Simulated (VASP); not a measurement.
A run of VASP 6.6.1 is set up as follows.

File POSCAR:

```
Al2Pt
1.0
    0.0000000000      2.8437442500      2.8437442500
    2.8437442500      0.0000000000      2.8437442500
    2.8437442500      2.8437442500      0.0000000000
Al Pt
2 1
Direct
    0.2500000000      0.2500000000      0.2500000000
    0.7500000000      0.7500000000      0.7500000000
    0.0000000000      0.0000000000      0.0000000000
```

INCAR.step1

```
PREC = Accurate
ENCUT = 520
ISMEAR = 0
SIGMA = 0.1
LREAL = F
LASPH = T
NELM = 60
NBANDS = 15
GGA = PE
ALGO = Normal
EDIFF = 1E-4
LWAVE = T
LCHARG = F
```

File INCAR.step2:

```
PREC = Accurate
ENCUT = 520
EDIFF = 1E-6
ISMEAR = 0
SIGMA = 0.1
LREAL = F
LASPH = T
NELM = 60
ALGO = Normal
ISIF = 2
LWAVE = F
LCHARG = F
METAGGA = R2SCAN
LMIXTAU = T
NBANDS = 15
ISTART = 1
```

Contents of KPOINTS:

```
Automatic mesh
0
Gamma
  12 12 12
```

Potentials or basis: VASP PAW PBE potentials, release 64 (Al, Pt).

Command:

```bash
$ cat potpaw_PBE.64/Al/POTCAR potpaw_PBE.64/Pt/POTCAR > POTCAR
$ cp INCAR.step1 INCAR
$ mpirun -np 1 vasp_std > vasp.out
$ cp INCAR.step2 INCAR
$ mpirun -np 1 vasp_std > vasp.out
```

**Question.** Estimate the band gap on the k mesh.

**Answer.** Zero (bands 8 and 9 overlap by 6.00 eV).

**Question.** Estimate the pressure.

**Answer.** 20.1 GPa.

Caveat: the cell differs from its parent crystal (strained); the cell stands under pressure; the PAW data sets were made with another functional, which shifts forces and pressure a little; spin-orbit coupling is left out, which moves the levels of the heavy elements.
